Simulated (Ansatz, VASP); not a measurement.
# One calculation of BP, two programs

```
CELL_PARAMETERS angstrom
0.00000 2.17824 2.45052
2.17824 0.00000 2.45052
2.17824 2.17824 0.00000
ATOMIC_POSITIONS crystal
B 0.00000 0.00000 0.00000
P 0.75000 0.75000 0.75000
```

Change from the starting cell: strain -0.040 along x and y, +0.080 along z, atoms carried along.

Alike in both runs: task single point; functional r2SCAN; k mesh 10 × 10 × 10; occupations gaussian, width 0.05 eV; no spin polarisation.

|  | VASP | Ansatz |
| --- | --- | --- |
| version | VASP 6.6.1 | Ansatz 0.2.0 |
| potentials or method | VASP PAW PBE potentials, release 64 (B, P), cutoff 520 eV | scalar-relativistic, plane waves, PAW |
| valence electrons in the cell | 8 | 8 |

VASP gave:

- gap on the k mesh at the Fermi level (eV): 0.49
- least direct gap on the mesh (eV): 3.02
- pressure (GPa): 0.1
- traceless stress, the component that is largest in VASP (GPa): -26.26

**Question.** Which values does Ansatz return?

**Answer.** gap on the k mesh at the Fermi level (eV): 0.47; least direct gap on the mesh (eV): 2.98; pressure (GPa): 0.6; traceless stress, the component that is largest in VASP (GPa): -26.15.

VASP's potentials were made for PBE, not for r2SCAN.
